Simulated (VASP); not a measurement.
A run of VASP 6.6.1 is set up as follows.

File INCAR:

```
PREC = Accurate ; ENCUT = 600
EDIFF = 1E-6 ; ISMEAR = 0
SIGMA = 0.02 ; LREAL = F
LASPH = T ; NELM = 120
ALGO = Normal ; ISIF = 2
LWAVE = F ; LCHARG = F
GGA = PE ; NBANDS = 11
GGA_COMPAT = F
```

Contents of KPOINTS:

```
regular mesh
0
Gamma
  10 10 10
```

Contents of POSCAR:

```
MgO
1.0
    0.0000000000      2.0426643109      2.0426643109
    2.0426643109      0.0000000000      2.0426643109
    2.0426643109      2.0426643109      0.0000000000
Mg O
1 1
Direct
    0.0000000000      0.0000000000      0.0000000000
    0.5000000000      0.5000000000      0.5000000000
```

Potentials or basis: VASP PAW PBE potentials, release 64 (Mg, O).

Run with:

```bash
$ cat potpaw_PBE.64/Mg/POTCAR potpaw_PBE.64/O/POTCAR > POTCAR
$ mpirun -np 1 vasp_std > vasp.out
```

Estimate the pressure.

22.2 GPa.

What does it give for the band gap on the k mesh?

5.67 eV, direct.
